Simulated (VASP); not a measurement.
# BaTiO3 in VASP: a series of runs

Runs on BaTiO3. Level: PBEsol. Tasks: single point.

Program: VASP 6.6.1. These are calculated values, not measurements. Logs are shortened: lines on timing, memory, paths and dates and some standing lists are left out, and cuts for length are marked.

## (1) The cell of the first run

The typed cell holds 5 atoms: a = 3.941 Å, b = 3.942 Å, c = 3.941 Å, α = 90.04°, β = 89.96°, γ = 90.04°.

## (2) Single point, PBEsol

File INCAR:

```
PREC = Accurate
ENCUT = 520
EDIFF = 1E-6
ISMEAR = -1
SIGMA = 0.05
LREAL = False
LASPH = True
NELM = 100
ALGO = Normal
ISIF = 2
LWAVE = False
LCHARG = True
GGA = PS
LELF = True
LVHAR = True
NBANDS = 28
```

File KPOINTS:

```
regular mesh
0
Gamma
  7 7 7
```

File POSCAR:

```
BaTiO3
1.0
    3.9409812632     -0.0014495634      0.0010090979
   -0.0015441009      3.9423708912     -0.0016061171
    0.0019165950     -0.0014408301      3.9414425117
Ba Ti O
1 1 3
Direct
    0.0034727599      0.9963636309      1.0035253638
    0.5107465644      0.4888033165      0.5108935694
    0.4961882088      0.5039542866      0.9932830027
    0.4962149984      1.0069119516      0.4961692305
    0.9933774784      0.5039668143      0.4961288236
```

Potentials or basis: VASP PAW PBE potentials, release 64 (Ba_sv, Ti_sv, O).

The run is started by

```
$ cat potpaw_PBE.64/Ba_sv/POTCAR potpaw_PBE.64/Ti_sv/POTCAR potpaw_PBE.64/O/POTCAR > POTCAR
$ mpirun -np 1 vasp_std > vasp.out
```

OUTCAR:

```text
PREC = Accurate
   ENCUT = 520
   EDIFF = 1E-6
   ISMEAR = -1
   LREAL = False
   LASPH = True
   NELM = 100
   ISIF = 2
   GGA = PS

 ion  position               nearest neighbor table
   1  0.003  0.996  0.004-   5 2.75   3 2.75   4 2.75   3 2.79   4 2.79   5 2.79   4 2.79   5 2.79
                             3 2.79   4 2.83   3 2.83   5 2.83   2 3.37   2 3.40   2 3.40   2 3.40
   2  0.511  0.489  0.511-   4 1.90   3 1.90   5 1.90   5 2.04   3 2.04   4 2.04   1 3.37   1 3.40
                             1 3.40   1 3.40   1 3.43   1 3.43   1 3.43   1 3.47
   3  0.496  0.504  0.993-   2 1.90   2 2.04   1 2.75   1 2.79   1 2.79   1 2.83
   4  0.496  0.007  0.496-   2 1.90   2 2.04   1 2.75   1 2.79   1 2.79   1 2.83
   5  0.993  0.504  0.496-   2 1.90   2 2.04   1 2.75   1 2.79   1 2.79   1 2.83

  LATTYP: Found a triclinic cell.
 ALAT       =     5.5716466102
 B/A-ratio  =     0.7073280010
 C/A-ratio  =     1.0001609682
 COS(alpha) =     0.0000122468
 COS(beta)  =     0.4999712915
 COS(gamma) =     0.7068027809

  Lattice vectors:

 A1 = (   3.9390646682,  -0.0000087333,  -3.9404334138)
 A2 = (   3.9409812632,  -0.0014495634,   0.0010090979)
 A3 = (  -0.0003724941,  -3.9409300611,  -3.9398363946)

Analysis of symmetry for initial positions (statically):
=====================================================================
 Subroutine PRICEL returns:
 Original cell was already a primitive cell.

 Routine SETGRP: Setting up the symmetry group for a
 triclinic supercell.

 Subroutine GETGRP returns: Found  1 space group operations
 (whereof  1 operations were pure point group operations)
 out of a pool of  2 trial point group operations.

The static configuration has the point symmetry C_1 .

Analysis of symmetry for dynamics (positions and initial velocities):
=====================================================================
 Subroutine PRICEL returns:
 Original cell was already a primitive cell.

 Routine SETGRP: Setting up the symmetry group for a
 triclinic supercell.

 Subroutine GETGRP returns: Found  1 space group operations
 (whereof  1 operations were pure point group operations)
 out of a pool of  2 trial point group operations.

The dynamic configuration has the point symmetry C_1 .

 Subroutine INISYM returns: Found  1 space group operations
 (whereof  1 operations are pure point group operations),
 and found     1 'primitive' translations

----------------------------------------------------------------------------------------

                                     Primitive cell

  volume of cell :      61.2374

  direct lattice vectors                    reciprocal lattice vectors
     3.940981263 -0.001449563  0.001009098     0.253743979  0.000099333 -0.000123351
    -0.001544101  3.942370891 -0.001606117     0.000093275  0.253654545  0.000092680
     0.001916595 -0.001440830  3.941442512    -0.000064926  0.000103337  0.253714286

  length of vectors
     3.940981659  3.942371521  3.941443241     0.253744029  0.253654579  0.253714316

  position of ions in fractional coordinates (direct lattice)
     0.003472760  0.996363631  0.003525364
     0.510746564  0.488803316  0.510893569
     0.496188209  0.503954287  0.993283003
     0.496214998  0.006911952  0.496169231
     0.993377478  0.503966814  0.496128824

  ion indices of the primitive-cell ions
   primitive index   ion index
                 1           1
                 2           2
                 3           3
                 4           4
                 5           5

----------------------------------------------------------------------------------------

 KPOINTS: regular mesh

Automatic generation of k-mesh.
 Grid dimensions read from file:
 generate k-points for:    7    7    7

 Generating k-lattice:

  Cartesian coordinates                     Fractional coordinates (reciprocal lattice)
     0.036249140  0.000014190 -0.000017622     0.142857143 -0.000000000  0.000000000
     0.000013325  0.036236364  0.000013240     0.000000000  0.142857143  0.000000000
    -0.000009275  0.000014762  0.036244898    -0.000000000  0.000000000  0.142857143

  Length of vectors
     0.036249147  0.036236368  0.036244902

  Shift w.r.t. Gamma in fractional coordinates (k-lattice)
     0.000000000  0.000000000  0.000000000

 Subroutine IBZKPT returns following result:
 ===========================================

 Found    172 irreducible k-points:

 Following reciprocal coordinates:
            Coordinates               Weight
  0.000000  0.000000  0.000000      1.000000
  0.142857  0.000000 -0.000000      2.000000
  0.285714  0.000000 -0.000000      2.000000
  0.428571  0.000000  0.000000      2.000000
  0.000000  0.142857  0.000000      2.000000
  0.142857  0.142857  0.000000      2.000000
[... 16 lines left out ...]
 -0.428571  0.428571  0.000000      2.000000
 -0.285714  0.428571  0.000000      2.000000
 [... further k-points ...]
   k-points           NKPTS =    172   k-points in BZ     NKDIM =    172   number of bands    NBANDS=     28
   number of dos      NEDOS =    301   number of ions     NIONS =      5
   total plane-waves  NPLWV =  27000
   dimension x,y,z NGX =    30 NGY =   30 NGZ =   30
   dimension x,y,z NGXF=    60 NGYF=   60 NGZF=   60
   ions per type =               1   1   3
   NGX,Y,Z   is equivalent  to a cutoff of  12.66, 12.65, 12.65 a.u.
   NGXF,Y,Z  is equivalent  to a cutoff of  25.31, 25.30, 25.31 a.u.
 SYSTEM =  unknown system
   PREC   = accura    normal or accurate (medium, high low for compatibility)
   ISTART =      0    job   : 0-new  1-cont  2-samecut
   ICHARG =      2    charge: 1-file 2-atom 10-const
   ISPIN  =      1    spin polarized calculation?
   LNONCOLLINEAR =      F non collinear calculations
   LSORBIT =      F    spin-orbit coupling
   LASPH  =      T    aspherical Exc in radial PAW
   ENCUT  =  520.0 eV  38.22 Ry    6.18 a.u.   7.33  7.33  7.33*2*pi/ulx,y,z
   NELM   =    100;   NELMIN=  2; NELMDL= -5     # of ELM steps
   EDIFF  = 0.1E-05   stopping-criterion for ELM
   LREAL  =      F    real-space projection
   EDIFFG = 0.1E-04   stopping-criterion for IOM
   NSW    =      0    number of steps for IOM
   IBRION =     -1    ionic relax: 0-MD 1-quasi-New 2-CG
   NFREE  =      0    steps in history (QN), initial steepest desc. (CG)
   ISIF   =      2    stress and relaxation
   ISYM   =      2    0-nonsym 1-usesym 2-fastsym
   POTIM  = 0.5000    time-step for ionic-motion
   TEBEG  =    0.0;   TEEND  =   0.0 temperature during run
   PSTRESS=    0.0 pullay stress
   NELECT =      40.0000    total number of electrons
   NUPDOWN=      -1.0000    fix difference up-down
   EMIN   =  10.00;   EMAX   =-10.00  energy-range for DOS
   EFERMI =   0.00;   METHOD = LEGACY
   ISMEAR =    -1;   SIGMA  =   0.05  broadening in eV -4-tet -1-fermi 0-gaus
   EFERMI_NEDOS =   21; number of points for ismear=-14 and -15
   IALGO  =     38    algorithm
   IMIX   =      4    mixing-type and parameters
     AMIX     =   0.40;   BMIX     =  1.00
     AMIX_MAG =   1.60;   BMIX_MAG =  1.00
  volume/ion in A,a.u.               =      12.25        82.65
  Fermi-wavevector in a.u.,A,eV,Ry     =   1.420439  2.684240 27.451747  2.017647
  Thomas-Fermi vector in A             =   2.541354
   LORBIT       =      0    0 simple, 1 ext, 2 COOP (PROOUT), +10 PAW based schemes
   GGA     = PS    functional components
   LHFCALC =     F    Hartree Fock is set to
   AEXX    =    0.0000 exact exchange contribution
   IVDW    =     0    specifies the selected vdW correction
   LEPSILON=     F    determine dielectric tensor
   LRPA    =     F    only Hartree local field effects (RPA)
 non-spin polarized calculation
  energy-cutoff  :      520.00
  volume of cell :       61.24
 maximum number of plane-waves:      1667
 NGX is ok and might be reduce to    30
   NGX = 15   NGY = 15   NGZ = 15

 number of electron      40.0000006 magnetization

 Free energy of the ion-electron system (eV)
  ---------------------------------------------------
  ext. energy  EPLUGINS =         0.00000000
  ---------------------------------------------------
  free energy    TOTEN  =       -41.94376805 eV

  energy without entropy =      -41.94376805  energy(sigma->0) =      -41.94376805

 E-fermi :   5.0657     XC(G=0): -11.7568

 val. band max:        3.9688271395   @ k =   0.4286  -0.4286   0.4286
 cond. band min:       6.0425850958   @ k =   0.0000   0.0000   0.0000
 fundamental gap:      2.0737579563
 Fermi energy:         5.0657433806

 k-point     1 :       0.0000    0.0000    0.0000
  band No.  band energies     occupation
      1     -52.0310      2.00000
      2     -28.3994      2.00000
      3     -28.3987      2.00000
      4     -28.3953      2.00000
      5     -20.6235      2.00000
      6     -12.8597      2.00000
[... 20 lines left out ...]
     27       9.0134      0.00000
     28      11.7347      0.00000

 k-point     2 :       0.1429    0.0000   -0.0000
  band No.  band energies     occupation
      1     -52.0308      2.00000
      2     -28.4106      2.00000
      3     -28.3988      2.00000
      4     -28.3960      2.00000
      5     -20.5944      2.00000
      6     -12.8859      2.00000
[... 20 lines left out ...]
     27       9.4404      0.00000
     28      12.2388      0.00000

 k-point     3 :       0.2857    0.0000   -0.0000
  band No.  band energies     occupation
      1     -52.0302      2.00000
      2     -28.4395      2.00000
      3     -28.3976      2.00000
      4     -28.3949      2.00000
      5     -20.5278      2.00000
      6     -13.0242      2.00000
[... 20 lines left out ...]
     27      10.5278      0.00000
     28      12.5486      0.00000

 k-point     4 :       0.4286    0.0000    0.0000
  band No.  band energies     occupation
      1     -52.0297      2.00000
      2     -28.4626      2.00000
      3     -28.3967      2.00000
      4     -28.3940      2.00000
      5     -20.4728      2.00000
      6     -13.1722      2.00000
[... 578 lines left out ...]
     27      12.3828      0.00000
     28      14.0956      0.00000

 k-point    23 :      -0.4286    0.4286    0.0000
  band No.  band energies     occupation
      1     -52.0284      2.00000
      2     -28.4595      2.00000
      3     -28.4571      2.00000
      4     -28.3925      2.00000
      5     -20.3788      2.00000
      6     -12.6113      2.00000
[... 20 lines left out ...]
     27      12.3830      0.00000
     28      14.1143      0.00000

 k-point    24 :      -0.2857    0.4286    0.0000
  band No.  band energies     occupation
      1     -52.0289      2.00000
      2     -28.4603      2.00000
      3     -28.4355      2.00000
      4     -28.3934      2.00000
      5     -20.4131      2.00000
      6     -12.8250      2.00000
[... 20 lines left out ...]
     27      12.7518      0.00000
     28      13.1550      0.00000

 [... further k-points ...]

------------------------ aborting loop because EDIFF is reached ----------------------------------------

  FORCE on cell =-STRESS in cart. coord.  units (eV):
  Direction    XX          YY          ZZ          XY          YZ          ZX
  --------------------------------------------------------------------------------------
  -------------------------------------------------------------------------------------
  Total        2.7647301      2.7593108      2.7626442      0.0017615      0.0018366     -0.0020608
  in kB       72.3346623     72.1928756     72.2800888      0.0460865      0.0480513     -0.0539173
  external PRESSURE =      72.2692089 kB  Pullay stress =       0.0000000 kB

 VOLUME and BASIS-vectors are now :
 -----------------------------------------------------------------------------
  energy-cutoff  :      520.00
  volume of cell :       61.24
      direct lattice vectors                 reciprocal lattice vectors
     3.940981263 -0.001449563  0.001009098     0.253743979  0.000099333 -0.000123351
    -0.001544101  3.942370891 -0.001606117     0.000093275  0.253654545  0.000092680
     0.001916595 -0.001440830  3.941442512    -0.000064926  0.000103337  0.253714286

 POSITION                                       TOTAL-FORCE (eV/Angst)
 -----------------------------------------------------------------------------------
      0.01215      3.92802      0.01230        -0.014674      0.015514     -0.014919
      2.01307      1.92557      2.01339        -0.018180      0.019611     -0.018619
      1.95659      1.98462      3.91466         0.006776     -0.007297      0.019716
      1.95651      0.02582      1.95611         0.006731     -0.020535      0.006882
      3.91505      1.98467      1.95566         0.019347     -0.007292      0.006940
 -----------------------------------------------------------------------------------
    total drift:                               -0.000959      0.001031     -0.000985

  FREE ENERGIE OF THE ION-ELECTRON SYSTEM (eV)
  ---------------------------------------------------
  free  energy   TOTEN  =       -41.9437680481 eV

  energy  without entropy=      -41.9437680480  energy(sigma->0) =      -41.94376805
```

Wall time 7.7 min (1 thread of Intel Xeon 8259CL, shared host); peak memory 0.39 GiB.

What came out:

| Quantity | Value |
| --- | --- |
| Free energy | -41.9438 eV |
| Pressure | 7.2 GPa |
| Largest force | 0.033 eV/Å |
| Band gap on the k mesh | 2.07 eV (least direct gap 2.20 eV) |

Forces on the atoms (eV/Å):
```
Ba  -0.015  0.016 -0.015
Ti  -0.018  0.020 -0.019
O    0.007 -0.007  0.020
O    0.007 -0.021  0.007
O    0.019 -0.007  0.007
```

Levels at points of the mesh, in eV from the valence-band top:
```
           k point  band 18  band 19  band 20  band 21  band 22  band 23
(0.00, 0.00, 0.00)    -0.20    -0.13    -0.13     2.07     2.08     2.16
```

Caveat: the cell stands under pressure; the PAW data sets were made with another functional, which shifts forces and pressure a little; spin-orbit coupling is left out, which moves the levels of the heavy elements; an odd mesh through Γ misses points on the zone boundary, where band edges can lie.

[end of part 1 of 2]
